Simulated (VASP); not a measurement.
Set up this calculation in VASP 6.6.1, as the native input.

- Task: single point
- Functional: PBE
- Potentials or basis: VASP PAW PBE potentials, release 64 (Pb_d, O)
- Cutoff: 520 eV
- k mesh: 6 × 6 × 4
- Occupations: gaussian, width 0.01 eV
- Spin: no spin polarisation
- Dipole correction: no
- Further INCAR settings: ALGO = Normal; EDIFF = 1e-06; NBANDS = 28

The structure of PbO lies in POSCAR:

```
PbO
1.0
    4.1126790984      0.0000000000      0.0000000000
   -2.0563395492      3.5616845769      0.0000000000
    0.0000000000      0.0000000000      5.7360460366
Pb O
2 2
Direct
    0.3333333333      0.6666666667     -0.0141857210
    0.6666666667      0.3333333333      0.4858142790
    0.3333333333      0.6666666667      0.3891857210
    0.6666666667      0.3333333333      0.8891857210
```

One way to write it, as run:

INCAR

```
SYSTEM = PbO
PREC = Accurate
ENCUT = 520
EDIFF = 1E-6
ISMEAR = 0
SIGMA = 0.01
LREAL = .False.
LASPH = .True.
NELM = 60
ALGO = Normal
ISIF = 2
LWAVE = .False.
LCHARG = .True.
GGA = PE
LELF = .True.
LVHAR = .True.
NBANDS = 28
```

KPOINTS

```
regular mesh
0
Gamma
  6 6 4
  0 0 0
```

Potentials or basis: VASP PAW PBE potentials, release 64 (Pb_d, O).

The run is started by

```sh
$ cat potpaw_PBE.64/Pb_d/POTCAR potpaw_PBE.64/O/POTCAR > POTCAR
$ mpirun -np 1 vasp_std > vasp.out
```

It gave:

```yaml
Pressure: 4.6 GPa
Largest_force: 0.172 eV/Å
Band_gap_on_the_k_mesh: 1.97 eV (least direct gap 2.27 eV)
```

Caveat: the cell stands under pressure; spin-orbit coupling is left out, which moves the levels of the heavy elements.

Wall time 22 s on 1 thread of Intel(R) Xeon(R) 6975P-C (Granite Rapids), with other jobs on the host, peak memory 0.22 GiB.
